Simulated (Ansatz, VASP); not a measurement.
# One calculation of AlGa3N4, two programs

```
Al Ga N
1.0
     4.40061    0.00000    0.00000
     0.00000    4.40061    0.00000
     0.00000    0.00000    4.53899
Al Ga N
1 3 4
Direct
  0.00000 0.00000 0.00000
  0.50000 0.50000 0.00000
  0.50000 0.00000 0.50000
  0.00000 0.50000 0.50000
  0.75517 0.75517 0.24519
  0.75517 0.24483 0.75481
  0.24483 0.75517 0.75481
  0.24483 0.24483 0.24519
```

Alike in both runs: task single point; functional PBEsol; k mesh 6 × 6 × 6; occupations gaussian, width 0.02 eV; no spin polarisation.

|  | VASP | Ansatz |
| --- | --- | --- |
| version | VASP 6.6.1 | Ansatz 0.2.0 |
| potentials or method | VASP PAW PBE potentials, release 64 (Al, Ga_d, N), cutoff 520 eV | scalar-relativistic, plane waves, PAW |
| valence electrons in the cell | 62 | 62 |

```tsv
	VASP	Ansatz	Ansatz less VASP
gap on the k mesh at the Fermi level (eV)	2.36	2.34	-0.020
least direct gap on the mesh (eV)	2.36	2.34	-0.020
pressure (GPa)	2.6	2.8	+0.16
traceless stress, the component that is largest in VASP (GPa)	-2.77	-2.75	+0.017
rms of the force components (eV/Å)	0.004	0.000	-0.0044
```

VASP's potentials were made for PBE, not for PBEsol. Atom by atom the forces differ by 0.004 eV/Å (rms over components). The functional is the same, so the differences come from potentials, cutoffs and numerics.
